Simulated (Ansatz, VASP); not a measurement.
# One calculation of Gd, two programs

The input INCAR:

```
SYSTEM = Gd
  ALGO = Normal
  EDIFF = 1E-6
  ENCUT = 520
  GGA = PE
  ISIF = 2
  ISMEAR = -1
  ISPIN = 2
  LASPH = .TRUE.
  LCHARG = .FALSE.
  LDAU = .TRUE.
  LDAUJ = 0
  LDAUL = 3
  LDAUPRINT = 1
  LDAUTYPE = 2
  LDAUU = 3.4
  LMAXMIX = 6
  LORBIT = 11
  LREAL = .FALSE.
  LWAVE = .FALSE.
  MAGMOM = 7 7
  NBANDS = 29
  NELM = 150
  PREC = Accurate
  SIGMA = 0.05
```

File KPOINTS:

```
k-points
0
G
  10 10 5
  0 0 0
```

File POSCAR:

```
Gd
1.0
    3.6360007100      0.0000000000      0.0000000000
   -1.8180003500      3.1488689800      0.0000000000
    0.0000000000      0.0000000000      5.7826000000
Gd
2
Direct
    0.3333333300      0.6666666700      0.2500000000
    0.6666666700      0.3333333300      0.7500000000
```

Input for Ansatz:

```yaml
crystal:
  lattice:
    - [3.63600071, 0.0, 0.0]
    - [-1.81800035, 3.14886898, 0.0]
    - [0.0, 0.0, 5.7826]
  atoms:
    - { symbol: Gd, position: [0.33333333, 0.66666667, 0.25], spin: 7.0 }
    - { symbol: Gd, position: [0.66666667, 0.33333333, 0.75], spin: 7.0 }
magnetization:
  spin_polarized: true
hamiltonian:
  xc: pbe
  pseudopotentials: { kind: paw }
  hubbard: { sites: [{ species: Gd, l: f, u_eff: 3.4 }] }
basis:
  ecutwfc: 420
kpoints:
  mp_grid: { grid: [10, 10, 5] }
scf:
  occupations: { method: fermi_dirac, width: 0.05 }
output:
  forces: true
  stress: true
```

Alike in both runs: task single point; functional PBE; k mesh 10 × 10 × 5; occupations fermi-dirac, width 0.05 eV; collinear spin; Hubbard terms Gd f U = 3.4 eV.

```csv
,VASP,Ansatz
version,VASP 6.6.1,Ansatz 0.2.0
potentials or method,"VASP PAW PBE potentials, release 64 (Gd), cutoff 520 eV","PAW, plane waves, scalar-relativistic"
valence electrons in the cell,36,36
```

VASP gave:

| Property | Result |
| --- | --- |
| pressure (GPa) | 0.8 |
| traceless stress, the component that is largest in VASP (GPa) | 0.27 |
| net moment per atom (μB) | 7.76 |
| size of the moment on the site where the two differ most (μB) | 7.09 |

Estimate Ansatz's values.

pressure (GPa): 0.7; traceless stress, the component that is largest in VASP (GPa): 0.30; net moment per atom (μB): 7.77; size of the moment on the site where the two differ most (μB): 7.47.

Site moments also hang on the region over which each program counts them. The programs project onto different local orbitals, so the same U acts differently, and such runs can settle in different states. Ansatz's warnings: filled band counts differ across k points.

Neither program's run includes spin-orbit coupling.
